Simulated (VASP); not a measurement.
Crystal: AlN.

```
Al N
1.0
     3.04945    0.00000    0.00000
    -1.52473    2.64090    0.00000
     0.00000    0.00000    4.87932
Al N
2 2
Direct
  0.66667 0.33333 0.50000
  0.33333 0.66667 0.00000
  0.66667 0.33333 0.88000
  0.33333 0.66667 0.38000
```

Base run:

```yaml
Program: VASP 6.6.1
Functional: PBE
Potentials_or_basis: VASP PAW PBE potentials, release 64 (Al, N)
Cutoff: 520 eV
k_mesh: 10 × 10 × 6
Occupations: fermi-dirac, width 0.05 eV
Spin: no spin polarisation
```

Its results: band gap on the k mesh 4.78 eV; pressure 18.0 GPa; largest force 0.179 eV/Å.

The run is repeated on the same cell with these changes: functional from PBE to LDA; potentials or basis from VASP PAW PBE potentials, release 64 (Al, N) to VASP PAW LDA potentials, release 64 (Al, N). What comes out?

Band gap on the k mesh 4.80 eV; pressure 9.6 GPa; largest force 0.169 eV/Å.

Caveats: the cell stands under pressure.

A k mesh can miss the band edges.
